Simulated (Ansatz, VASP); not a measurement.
## Si3Sb2: VASP beside Ansatz

INCAR

```
SYSTEM = Si3Sb2
ALGO     = Normal         ! electronic algorithm
EDIFF    = 1E-6           ! SCF threshold, eV
EDIFFG   = -0.01          ! ionic threshold
ENCUT    = 600            ! plane-wave cutoff, eV
GGA      = PE             ! functional
IBRION   = 2              ! ionic algorithm
ISIF     = 3              ! what is computed and relaxed
ISMEAR   = 0              ! smearing method
LASPH    = .TRUE.         ! aspherical terms in the spheres
LCHARG   = .FALSE.        ! write CHGCAR
LREAL    = .FALSE.        ! projectors in reciprocal space
LWAVE    = .FALSE.        ! write WAVECAR
NELM     = 60             ! most SCF steps
NSW      = 100            ! ionic steps
PREC     = Accurate       ! precision mode
SIGMA    = 0.1            ! smearing width, eV
```

The input KPOINTS:

```
k-points
0
G
  6 6 6
  0 0 0
```

The input POSCAR:

```
Si3Sb2
1.0
    3.1652829081      1.8274769391      7.3447460430
   -3.1652829081      1.8274769391      7.3447460430
    0.0000000000     -3.6549538781      7.3447460430
Si Sb
6 4
Direct
    0.4796463205      0.0203536795      0.2500000000
    0.2500000000      0.4796463205      0.0203536795
    0.0203536795      0.2500000000      0.4796463205
    0.5203536795      0.9796463205      0.7500000000
    0.7500000000      0.5203536795      0.9796463205
    0.9796463205      0.7500000000      0.5203536795
    0.3663095309      0.3663095309      0.3663095309
    0.1336904691      0.1336904691      0.1336904691
    0.6336904691      0.6336904691      0.6336904691
    0.8663095309      0.8663095309      0.8663095309
```

Input for Ansatz:

```yaml
crystal:
  lattice:
    - [3.1652829081, 1.8274769391, 7.344746043]
    - [-3.1652829081, 1.8274769391, 7.344746043]
    - [0.0, -3.6549538781, 7.344746043]
  atoms:
    - { symbol: Si, position: [0.4796463205, 0.0203536795, 0.25] }
    - { symbol: Si, position: [0.25, 0.4796463205, 0.0203536795] }
    - { symbol: Si, position: [0.0203536795, 0.25, 0.4796463205] }
    - { symbol: Si, position: [0.5203536795, 0.9796463205, 0.75] }
    - { symbol: Si, position: [0.75, 0.5203536795, 0.9796463205] }
    - { symbol: Si, position: [0.9796463205, 0.75, 0.5203536795] }
    - { symbol: Sb, position: [0.3663095309, 0.3663095309, 0.3663095309] }
    - { symbol: Sb, position: [0.1336904691, 0.1336904691, 0.1336904691] }
    - { symbol: Sb, position: [0.6336904691, 0.6336904691, 0.6336904691] }
    - { symbol: Sb, position: [0.8663095309, 0.8663095309, 0.8663095309] }
basis:
  ecutwfc: 420
kpoints:
  mp_grid: { grid: [6, 6, 6] }
hamiltonian:
  xc: pbe
scf:
  occupations: { method: gaussian, width: 0.1 }
output:
  forces: true
  stress: true
  eigenvalues: true
  write_density: true
  write_potential: true
  elf: true
  volumetric_format: npy
relax:
  adjacent_minimum: "off"
  f_tol: 0.01
  max_steps: 80
  cell: { stress_tol: 0.05 }
```

Alike in both runs: task relaxation of cell and atoms; functional PBE; k mesh 6 × 6 × 6; occupations gaussian, width 0.1 eV; no spin polarisation.

|  | VASP | Ansatz |
| --- | --- | --- |
| version | VASP 6.6.1 | Ansatz 0.2.0 |
| potentials or method | VASP PAW PBE potentials, release 64 (Si, Sb), cutoff 600 eV | scalar-relativistic, plane waves, PAW |
| valence electrons in the cell | 44 | 84 |

|  | VASP | Ansatz | Ansatz less VASP |
| --- | --- | --- | --- |
| gap on the k mesh at the Fermi level, each at its own relaxed structure (eV) | none | none | - |
| relaxed volume (Å³/atom) | 25.63 | 25.59 | -0.038 |
| relaxed cell length with the largest relative difference (Å) | 8.299 | 8.276 | -0.0230 |

A gap of «none» marks a metal or a gap that the smearing closes. VASP's potentials hold 44 valence electrons a cell and Ansatz's 84, so a difference there can come from the potentials and not from the codes.

Spin-orbit coupling is off throughout.
